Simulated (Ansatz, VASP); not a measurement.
Two plane-wave programs on Cu

The input POSCAR:

```
Cu
1.0
   -1.4427933200      1.4427933200      1.3760814500
    1.4427933200     -1.4427933200      1.3760814500
    1.4427933200      1.4427933200     -1.3760814500
Cu
1
Direct
    0.0000000000      0.0000000000      0.0000000000
```

The input INCAR.step1:

```
SYSTEM = Cu
  PREC = Accurate
  ENCUT = 520
  EDIFF = 1E-5
  ISMEAR = -1
  SIGMA = 0.05
  LREAL = .FALSE.
  LASPH = .TRUE.
  NELM = 60
  ALGO = Normal
  ISIF = 2
  LWAVE = .TRUE.
  LCHARG = .FALSE.
  NBANDS = 12
  GGA = PE
```

The input INCAR.step2:

```
SYSTEM = Cu
  PREC = Accurate
  ENCUT = 520
  EDIFF = 1E-7
  ISMEAR = -1
  SIGMA = 0.05
  LREAL = .FALSE.
  LASPH = .TRUE.
  NELM = 60
  ALGO = Normal
  ISIF = 2
  LWAVE = .FALSE.
  LCHARG = .FALSE.
  GGA = PE
  LHFCALC = .TRUE.
  HFSCREEN = 0.2079
  PRECFOCK = Normal
  NBANDS = 12
  ISTART = 1
```

The input KPOINTS:

```
regular mesh
0
G
  8 8 8
  0 0 0
```

File input:

```
crystal:
  lattice:
    - [-1.44279332, 1.44279332, 1.37608145]
    - [1.44279332, -1.44279332, 1.37608145]
    - [1.44279332, 1.44279332, -1.37608145]
  atoms:
    - { symbol: Cu, position: [0.0, 0.0, 0.0] }
hamiltonian:
  xc: hse06
  pseudopotentials: { kind: paw }
kpoints:
  mp_grid: { grid: [8, 8, 8] }
scf:
  occupations: { method: fermi_dirac, width: 0.05 }
output:
  forces: true
  stress: true
  eigenvalues: true
  write_density: true
  write_potential: true
  elf: true
  volumetric_format: npy
```

Alike in both runs: task single point; functional HSE06; k mesh 8 × 8 × 8; occupations fermi-dirac, width 0.05 eV; no spin polarisation.

|  | VASP | Ansatz |
| --- | --- | --- |
| version | VASP 6.6.1 | Ansatz 0.2.0 |
| potentials or method | VASP PAW PBE potentials, release 64 (Cu) | Ansatz PAW |
| plane-wave cutoff (eV) | 520 | 420 |
| valence electrons in the cell | 11 | 19 |

|  | VASP | Ansatz | Ansatz less VASP |
| --- | --- | --- | --- |
| gap on the k mesh at the Fermi level (eV) | none | none | - |
| pressure (GPa) | 7.7 | 7.2 | -0.55 |
| traceless stress, the component that is largest in VASP (GPa) | -0.16 | -0.12 | +0.034 |

A gap of «none» marks a metal or a gap that the smearing closes. VASP's potentials hold 11 valence electrons a cell and Ansatz's 19, so a difference there can come from the potentials and not from the codes.

The k mesh is coarse, so the values compare programs but aren't converged.
